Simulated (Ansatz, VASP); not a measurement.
# One calculation of Sb, two programs

INCAR

```
PREC = Accurate
ENCUT = 520
EDIFF = 1E-7
ISMEAR = -1
SIGMA = 0.08
LREAL = False
LASPH = True
NELM = 80
ALGO = Normal
ISIF = 2
LWAVE = False
LCHARG = True
GGA = PS
LELF = True
LVHAR = True
NBANDS = 8
```

Contents of KPOINTS:

```
Automatic mesh
0
Gamma
  12 12 12
```

Contents of POSCAR:

```
Sb
1.0
    3.1387913073      0.0000000000      0.0000000000
    0.0000000000      3.1387913073      0.0000000000
    0.0000000000      0.0000000000      3.1387913073
Sb
1
Direct
    0.0000000000      0.0000000000      0.0000000000
```

Input for Ansatz:

```yaml
crystal:
  lattice:
    - [3.1387913073, 0.0, 0.0]
    - [0.0, 3.1387913073, 0.0]
    - [0.0, 0.0, 3.1387913073]
  atoms:
    - { symbol: Sb, position: [0.0, 0.0, 0.0] }
kpoints:
  mp_grid: { grid: [12, 12, 12] }
  band_path:
    path:
      - [0.0, 0.0, 0.0]
      - [0.0, 0.5, 0.0]
      - [0.5, 0.5, 0.0]
      - [0.0, 0.0, 0.0]
      - [0.5, 0.5, 0.5]
      - [0.0, 0.5, 0.0]
      - [0.5, 0.5, 0.5]
      - [0.5, 0.5, 0.0]
    npoints: 5
scf:
  occupations: { method: fermi_dirac, width: 0.08 }
hamiltonian:
  xc: pbesol
  pseudopotentials: { kind: all_electron, lapw: { basis_error: 0.001 } }
output:
  forces: true
  stress: true
  eigenvalues: true
```

Change from the starting cell: volume scaled by 0.98.

Alike in both runs: task single point; functional PBEsol; k mesh 12 × 12 × 12; occupations fermi-dirac, width 0.08 eV; no spin polarisation.

|  | VASP | Ansatz |
| --- | --- | --- |
| version | VASP 6.6.1 | Ansatz 0.2.0 |
| potentials or method | VASP PAW PBE potentials, release 64 (Sb), cutoff 520 eV | all-electron LAPW, scalar-relativistic |

|  | VASP | Ansatz | Ansatz less VASP |
| --- | --- | --- | --- |
| pressure (GPa) | -3.8 | -3.8 | -0.04 |

VASP's potentials were made for PBE, not for PBEsol. Ansatz ran all-electron here, and VASP with PAW potentials.

Spin-orbit coupling is off throughout.
